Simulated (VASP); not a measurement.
# BaTiO3 in VASP: a series of runs, part 2 of 2

VASP 6.6.1. Earlier steps stand in the parts before.

## 4. Single point, PBE (volume scaled by 0.94)

File INCAR:

```
SYSTEM = BaTiO3
PREC = Accurate ; ENCUT = 520
EDIFF = 1E-6 ; ISMEAR = -1
SIGMA = 0.05 ; LREAL = .False.
LASPH = .True. ; NELM = 60
ALGO = Normal ; ISIF = 2
LWAVE = .False. ; LCHARG = .True.
GGA = PE ; LELF = .True.
LVHAR = .True. ; NBANDS = 28
```

File KPOINTS:

```
Automatic mesh
0
Gamma
  8 8 8
  0 0 0
```

File POSCAR:

```
BaTiO3
1.0
    3.9027690157      0.0000000000      0.0000000000
    0.0000000000      2.7791347697      2.7877061482
    0.0000000000     -2.7791347697      2.7877061482
Ba Ti O
1 1 3
Direct
    0.0000000000      0.0000000000      0.0000000000
    0.5000000000      0.5079000000      0.5079000000
    0.0000000000      0.4921000000      0.4921000000
    0.5000000000      0.5025100000      0.9937100000
    0.5000000000      0.9937100000      0.5025100000
```

Potentials or basis: VASP PAW PBE potentials, release 64 (Ba_sv, Ti_sv, O).

Run with:

```console
> cat potpaw_PBE.64/Ba_sv/POTCAR potpaw_PBE.64/Ti_sv/POTCAR potpaw_PBE.64/O/POTCAR > POTCAR
> mpirun -np 1 vasp_std > vasp.out
```

OUTCAR:

```text
SYSTEM = BaTiO3
   PREC = Accurate
   ENCUT = 520
   EDIFF = 1E-6
   ISMEAR = -1
   LREAL = .False.
   LASPH = .True.
   NELM = 60
   ISIF = 2
   GGA = PE

 ion  position               nearest neighbor table
   1  0.000  0.000  0.000-   3 2.74   4 2.76   5 2.76   4 2.76   5 2.76   4 2.78   5 2.78   5 2.78
                             4 2.78   3 2.78   3 2.78   3 2.83   2 3.37   2 3.37   2 3.40   2 3.40
   2  0.500  0.508  0.508-   4 1.91   5 1.91   3 1.95   3 1.95   5 2.02   4 2.02   1 3.37   1 3.37
                             1 3.40   1 3.40   1 3.40   1 3.40   1 3.44   1 3.44
   3  0.000  0.492  0.492-   2 1.95   2 1.95   1 2.74   1 2.78   1 2.78   1 2.83
   4  0.500  0.503  0.994-   2 1.91   2 2.02   1 2.76   1 2.76   1 2.78   1 2.78
   5  0.500  0.994  0.503-   2 1.91   2 2.02   1 2.76   1 2.76   1 2.78   1 2.78

  LATTYP: Found a base centered orthorhombic cell.
 ALAT       =     5.5582695394
 B/A-ratio  =     1.0030841896
 C/A-ratio  =     0.7021554079

  Lattice vectors:

 A1 = (   0.0000000000,   2.7791347697,  -2.7877061482)
 A2 = (   0.0000000000,   2.7791347697,   2.7877061482)
 A3 = (   3.9027690157,   0.0000000000,   0.0000000000)

[... 181 lines left out ...]

 val. band max:        4.3004845656   @ k =   0.5000   0.5000   0.5000
 cond. band min:       6.2127249357   @ k =   0.0000   0.0000   0.0000
 fundamental gap:      1.9122403701
 Fermi energy:         5.2916964232

 k-point     1 :       0.0000    0.0000    0.0000
  band No.  band energies     occupation
      1     -52.0508      2.00000
      2     -28.3059      2.00000
      3     -28.3030      2.00000
      4     -28.2998      2.00000
      5     -20.3989      2.00000
      6     -12.7218      2.00000
[... 733 lines left out ...]
     27      12.6992      0.00000
     28      14.3437      0.00000

 [... further k-points ...]

------------------------ aborting loop because EDIFF is reached ----------------------------------------

  FORCE on cell =-STRESS in cart. coord.  units (eV):
  Direction    XX          YY          ZZ          XY          YZ          ZX
  --------------------------------------------------------------------------------------
  -------------------------------------------------------------------------------------
  Total        6.5040944      6.1384788      5.8255283      0.0000000      0.0000000      0.0000000
  in kB      172.3209078    162.6342078    154.3428295      0.0000000      0.0000000      0.0000000
  external PRESSURE =     163.0993150 kB  Pullay stress =       0.0000000 kB

 VOLUME and BASIS-vectors are now :
 -----------------------------------------------------------------------------
  energy-cutoff  :      520.00
  volume of cell :       60.47
      direct lattice vectors                 reciprocal lattice vectors
     3.902769016  0.000000000  0.000000000     0.256228333  0.000000000  0.000000000
     0.000000000  2.779134770  2.787706148     0.000000000  0.179912110  0.179358933
     0.000000000 -2.779134770  2.787706148     0.000000000 -0.179912110  0.179358933

 POSITION                                       TOTAL-FORCE (eV/Angst)
 -----------------------------------------------------------------------------------
      0.00000      0.00000      0.00000         0.000000      0.000000      0.091894
      1.95138      0.00000      2.83175         0.000000      0.000000     -0.047371
      0.00000      0.00000      2.74366         0.000000      0.000000      0.071482
      1.95138     -1.36511      4.17102         0.000000     -0.165210     -0.058002
      1.95138      1.36511      4.17102         0.000000      0.165210     -0.058002
 -----------------------------------------------------------------------------------
    total drift:                                0.000000     -0.000000      0.000215

  FREE ENERGIE OF THE ION-ELECTRON SYSTEM (eV)
  ---------------------------------------------------
  free  energy   TOTEN  =       -39.7378811847 eV

  energy  without entropy=      -39.7378811844  energy(sigma->0) =      -39.73788118
```

OSZICAR:

```text
N       E                     dE             d eps       ncg     rms          rms(c)
DAV:   1     0.443393544215E+03    0.44339E+03   -0.21122E+04  5880   0.157E+03
DAV:   2    -0.304183457145E+01   -0.44644E+03   -0.42366E+03  6632   0.434E+02
DAV:   3    -0.482168249686E+02   -0.45175E+02   -0.44763E+02  8100   0.136E+02
DAV:   4    -0.503965085695E+02   -0.21797E+01   -0.21752E+01  8884   0.255E+01
DAV:   5    -0.504513725570E+02   -0.54864E-01   -0.54851E-01  7780   0.328E+00    0.245E+01
DAV:   6    -0.397779069099E+02    0.10673E+02   -0.54894E+01  8224   0.692E+01    0.984E+00
DAV:   7    -0.398309343683E+02   -0.53027E-01   -0.85749E+00  7676   0.216E+01    0.724E+00
DAV:   8    -0.397189288484E+02    0.11201E+00   -0.73764E-01  7352   0.811E+00    0.298E+00
DAV:   9    -0.397522052604E+02   -0.33276E-01   -0.20105E-01  7628   0.306E+00    0.114E+00
DAV:  10    -0.397384253718E+02    0.13780E-01   -0.75582E-02  7184   0.272E+00    0.295E-01
DAV:  11    -0.397379631146E+02    0.46226E-03   -0.35735E-03  8992   0.486E-01    0.501E-02
DAV:  12    -0.397378747932E+02    0.88321E-04   -0.46350E-04  6700   0.226E-01    0.349E-02
DAV:  13    -0.397378813039E+02   -0.65107E-05   -0.82290E-05  8308   0.677E-02    0.210E-02
DAV:  14    -0.397378811847E+02    0.11928E-06   -0.34192E-06  6436   0.129E-02
   1 F= -.39737881E+02 E0= -.39737881E+02  d E =-.298951E-09
```

Run time: 72 s. Hardware: 1 thread of Intel Xeon 6975P-C (Granite Rapids), shared host; peak memory 0.29 GiB.

What came out:

* Free energy: -39.7379 eV
* Pressure: 16.3 GPa
* Largest force: 0.175 eV/Å
* Band gap on the k mesh: 1.91 eV, indirect (least direct gap 2.03 eV)

Forces in eV/Å, atoms in the order of the input:
```
Ba   0.000  0.000  0.092
Ti   0.000  0.000 -0.047
O    0.000  0.000  0.071
O    0.000 -0.165 -0.058
O    0.000  0.165 -0.058
```

Levels at points of the mesh, in eV from the valence-band top:
| k point | band 17 | band 18 | band 19 | band 20 | band 21 | band 22 | band 23 | band 24 |
| --- | --- | --- | --- | --- | --- | --- | --- | --- |
| (0.00, 0.00, 0.00) | -1.19 | -0.19 | -0.15 | -0.12 | 1.91 | 1.94 | 2.03 | 4.35 |
| (0.50, 0.00, 0.00) | -1.93 | -1.87 | -0.78 | -0.74 | 2.12 | 3.84 | 3.87 | 4.36 |
| (0.00, 0.50, 0.00) | -1.89 | -1.81 | -0.76 | -0.72 | 2.14 | 3.80 | 3.81 | 4.41 |
| (0.50, 0.50, 0.00) | -1.69 | -0.83 | -0.82 | -0.10 | 3.82 | 3.87 | 4.27 | 5.25 |
| (0.00, 0.50, 0.50) | -1.66 | -0.88 | -0.86 | -0.14 | 3.81 | 3.84 | 4.24 | 5.36 |
| (0.50, 0.50, 0.50) | -2.33 | -0.03 | 0.00 | 0.00 | 4.54 | 4.55 | 4.57 | 6.97 |

Caveat: spin-orbit coupling is left out, which moves the levels of the heavy elements. A k mesh can miss the band edges.

## 5. Single point, PBE (volume scaled by 0.98)

File INCAR:

```
SYSTEM = BaTiO3
PREC     = Accurate       ! precision mode
ENCUT    = 520            ! plane-wave cutoff, eV
EDIFF    = 1E-6           ! SCF threshold, eV
ISMEAR   = -1             ! smearing method
SIGMA    = 0.05           ! smearing width, eV
LREAL    = .False.        ! projectors in reciprocal space
LASPH    = .True.         ! aspherical terms in the spheres
NELM     = 60             ! most SCF steps
ALGO     = Normal         ! electronic algorithm
ISIF     = 2              ! what is computed and relaxed
LWAVE    = .False.        ! write WAVECAR
LCHARG   = .True.         ! write CHGCAR
GGA      = PE             ! functional
LELF     = .True.         ! ELF
LVHAR    = .True.       
NBANDS   = 28             ! bands
```

File KPOINTS:

```
regular mesh
0
Gamma
  8 8 8
  0 0 0
```

Edit POSCAR of step 4 so:

```diff
@@ -2,5 +2,5 @@
 1.0
-    3.9027690157      0.0000000000      0.0000000000
-    0.0000000000      2.7791347697      2.7877061482
-    0.0000000000     -2.7791347697      2.7877061482
+    3.9573602681      0.0000000000      0.0000000000
+    0.0000000000      2.8180088222      2.8267000956
+    0.0000000000     -2.8180088222      2.8267000956
 Ba Ti O
```

Run with:

```console
> cat potpaw_PBE.64/Ba_sv/POTCAR potpaw_PBE.64/Ti_sv/POTCAR potpaw_PBE.64/O/POTCAR > POTCAR
> mpirun -np 1 vasp_std > vasp.out
```

Run time: 83 s. Hardware: 1 thread of Intel Xeon 6975P-C (Granite Rapids), shared host; peak memory 0.3 GiB.

The run converged. Its results:

```yaml
Free_energy: -39.9286 eV
Pressure: 7.4 GPa
Largest_force: 0.152 eV/Å
Band_gap_on_the_k_mesh: 1.83 eV, indirect (least direct gap 1.99 eV)
```

Forces in eV/Å, atoms in the order of the input:
```
Ba   0.000  0.000  0.089
Ti   0.000  0.000  0.107
O    0.000  0.000  0.090
O    0.000 -0.053 -0.143
O    0.000  0.053 -0.143
```

Stress tensor (GPa, compression positive):
```
8.20 0.00 0.00
0.00 7.43 0.00
0.00 0.00 6.67
```

Levels at points of the mesh, in eV from the valence-band top:
```csv
k point,band 18,band 19,band 20,band 21,band 22,band 23
"(0.00, 0.00, 0.00)",-0.23,-0.19,-0.16,1.83,1.86,1.94
"(0.50, 0.00, 0.00)",-1.82,-0.78,-0.74,2.02,3.62,3.66
"(0.00, 0.50, 0.00)",-1.75,-0.77,-0.73,2.04,3.59,3.60
"(0.50, 0.50, 0.00)",-0.86,-0.86,-0.09,3.60,3.65,4.04
"(0.00, 0.50, 0.50)",-0.91,-0.89,-0.13,3.59,3.62,4.01
"(0.50, 0.50, 0.50)",-0.03,0.00,0.00,4.28,4.28,4.31
```

Caveat: spin-orbit coupling is left out, which moves the levels of the heavy elements.

## 6. Summary

| cell | gap on the mesh (eV) | pressure (GPa) | largest force (eV/Å) |
| --- | --- | --- | --- |
| a = 4.064, b = 4.059, c = 4.059 Å, angles 91.0, 90.0, 90.0°, 5 atoms | 1.73 | -2.7 | 0.27 |
| a = 3.984, b = 3.979, c = 4.059 Å, angles 89.8, 90.0, 91.6°, 5 atoms | 1.72 | 3.9 | 0.22 |
| a = 3.903, b = 3.936, c = 3.936 Å, angles 89.8, 90.0, 90.0°, 5 atoms | 1.91 | 16.3 | 0.18 |
| a = 3.957, b = 3.991, c = 3.991 Å, angles 89.8, 90.0, 90.0°, 5 atoms | 1.83 | 7.4 | 0.15 |

Alike in all rows: task single point; level PBE; potentials or basis VASP PAW PBE potentials, release 64 (Ba_sv, Ti_sv, O); no spin polarisation; k mesh 8 × 8 × 8; cutoff (eV) 520; smearing fermi-dirac 0.05 eV.

Caveats: spin-orbit coupling is left out, which moves the levels of the heavy elements.

Absolute energies hang on the potentials; compare differences alone.
